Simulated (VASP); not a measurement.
Input of a VASP 6.6.1 run:

Contents of INCAR:

```
PREC = Accurate ; ENCUT = 520
EDIFF = 1E-6 ; ISMEAR = -1
SIGMA = 0.1 ; LREAL = F
LASPH = T ; NELM = 80
ALGO = Normal ; ISIF = 2
LWAVE = F ; LCHARG = F
GGA = RP ; NBANDS = 36
```

KPOINTS

```
Automatic mesh
0
Gamma
  15 15 4
```

Contents of POSCAR:

```
Mo
1.0
    2.8924688294      0.0000000000      0.0000000000
   -1.4462344147      2.5049514859      0.0000000000
    0.0000000000      0.0000000000     10.0885900282
Mo
4
Direct
    1.0000000000      1.0000000000      0.0000000000
    1.0000000000      1.0000000000      0.5000000000
    0.3333333333      0.6666666667      0.2500000000
    0.6666666667      0.3333333333      0.7500000000
```

Potentials or basis: VASP PAW PBE potentials, release 64 (Mo_sv).

Command:

```sh
$ cat potpaw_PBE.64/Mo_sv/POTCAR > POTCAR
$ mpirun -np 1 vasp_std > vasp.out
```

(1) Estimate the pressure.

(2) Predict the band gap on the k mesh.

Results:

(1) -20.1 GPa.

(2) zero (bands 28 and 29 overlap by 1.50 eV).

Caveat: the cell stands under tension; the PAW data sets were made with another functional, which shifts forces and pressure a little.
